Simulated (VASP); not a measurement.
Wanted: the native input for a VASP 6.6.1 run.

| Property | Result |
| --- | --- |
| Task | single point |
| Functional | PBEsol |
| Potentials or basis | VASP PAW PBE potentials, release 64 (Ti_sv) |
| Cutoff | 520 eV |
| k mesh | 24 × 24 × 14 |
| Occupations | gaussian, width 0.15 eV |
| Spin | no spin polarisation |
| Dipole correction | no |
| Further INCAR settings | ALGO = Fast; EDIFF = 1e-06; NBANDS = 19 |

The structure of Ti lies in POSCAR:

```
Ti
1.0
    2.9294395524      0.0000000000      0.0000000000
   -1.4647197762      2.4867320599      0.0000000000
    0.0000000000      0.0000000000      4.5909904469
Ti
2
Direct
    0.3333333333      0.6666666667      0.2500000000
    0.6666666667      0.3333333333      0.7500000000
```

This cell differs from its parent crystal: strain +0.0100 x Voigt [1, -1, 0, 0, 0, 0].

The input as run:

INCAR

```
  ALGO = Fast
  EDIFF = 1E-6
  ENCUT = 520
  GGA = PS
  ISIF = 2
  ISMEAR = 0
  LASPH = True
  LCHARG = False
  LREAL = False
  LWAVE = False
  NBANDS = 19
  NELM = 80
  PREC = Accurate
  SIGMA = 0.15
```

KPOINTS

```
k-points
0
Gamma
  24 24 14
```

Potentials or basis: VASP PAW PBE potentials, release 64 (Ti_sv).

Run with:

```bash
$ cat potpaw_PBE.64/Ti_sv/POTCAR > POTCAR
$ mpirun -np 1 vasp_std > vasp.out
```

It gave:

```yaml
Pressure: -0.3 GPa
Largest_force: 0.056 eV/Å
Band_gap_on_the_k_mesh: zero (bands 12 and 13 overlap by 1.26 eV)
```

Caveat: the cell differs from its parent crystal (strain +0.0100 x Voigt [1, -1, 0, 0, 0, 0]); the PAW data sets were made with another functional, which shifts forces and pressure a little.

It took 14 min on 1 thread of Intel(R) Xeon(R) 6975P-C (Granite Rapids), on a shared host, peak memory 0.7 GiB.
